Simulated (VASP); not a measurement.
## AlN: single point with PBE

AlN:

```
Al N
1.0
     3.35034    0.00000    0.00000
    -1.67517    2.90148    0.00000
     0.00000    0.00000    4.58762
Al N
2 2
Cartesian
  0.0000 1.9343 3.4407
  1.6752 0.9672 1.1469
  0.0000 1.9343 1.1469
  1.6752 0.9672 3.4407
```

This cell differs from its parent crystal: volume 11.149 Å^3 an atom, c/a of the conventional cell 1.3693.

```json
{
 "Program": "VASP 6.6.1",
 "Task": "single point",
 "Functional": "PBE",
 "Potentials or basis": "VASP PAW PBE potentials, release 64 (Al, N)",
 "Cutoff": "520 eV",
 "k mesh": "9 × 9 × 6",
 "Occupations": "gaussian, width 0.05 eV",
 "Spin": "no spin polarisation",
 "Dipole correction": "no",
 "Further INCAR settings": "ALGO = Normal; EDIFF = 1e-07; NBANDS = 16"
}
```

The pressure is -15.7 GPa and the band gap on the k mesh is 2.18 eV, direct.

Stress tensor (GPa, compression positive):
```
-15.29   0.00   0.00
  0.00 -15.29   0.00
  0.00   0.00 -16.53
```

Levels at points of the mesh, in eV from the valence-band top:
```
           k point  band 6  band 7  band 8  band 9  band 10  band 11
(0.00, 0.00, 0.00)   -1.81   -1.81    0.00    2.18     3.68     7.91
(0.00, 0.00, 0.50)   -2.42   -2.42   -2.42    4.70     4.70     8.22
```

It took 47 s on 1 thread of AMD EPYC 7R43 64-Core Processor (Zen 3), on a shared host, peak memory 0.14 GiB.
